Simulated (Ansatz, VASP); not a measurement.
# Hf: VASP beside Ansatz

```xyz
2
Lattice="3.1184 0.0000 0.0000 -1.5592 2.7006 0.0000 0.0000 0.0000 4.9475" Properties=species:S:1:pos:R:3 pbc="T T T"
Hf    0.0000    1.8004    1.2369
Hf    1.5592    0.9002    3.7107
```

Alike in both runs: task single point; functional LDA; k mesh 12 × 12 × 7; occupations gaussian, width 0.2 eV; no spin polarisation.

|  | VASP | Ansatz |
| --- | --- | --- |
| version | VASP 6.6.1 | Ansatz 0.2.0 |
| potentials or method | VASP PAW LDA potentials, release 64 (Hf_pv), cutoff 520 eV | plane waves (420 eV) with PAW, scalar-relativistic |
| valence electrons in the cell | 20 | 52 |

Ansatz gave:

* pressure (GPa): 0.0

Which values does VASP return?

Pressure (GPa): 0.1.

Ansatz warns that its potentials were made for another functional, while VASP's fit it. LDA's correlation is that of Perdew and Zunger in VASP and of Perdew and Wang (1992) in Ansatz. VASP's potentials hold 20 valence electrons a cell and Ansatz's 52, so a difference there can come from the potentials and not from the codes.

Spin-orbit coupling is off throughout.
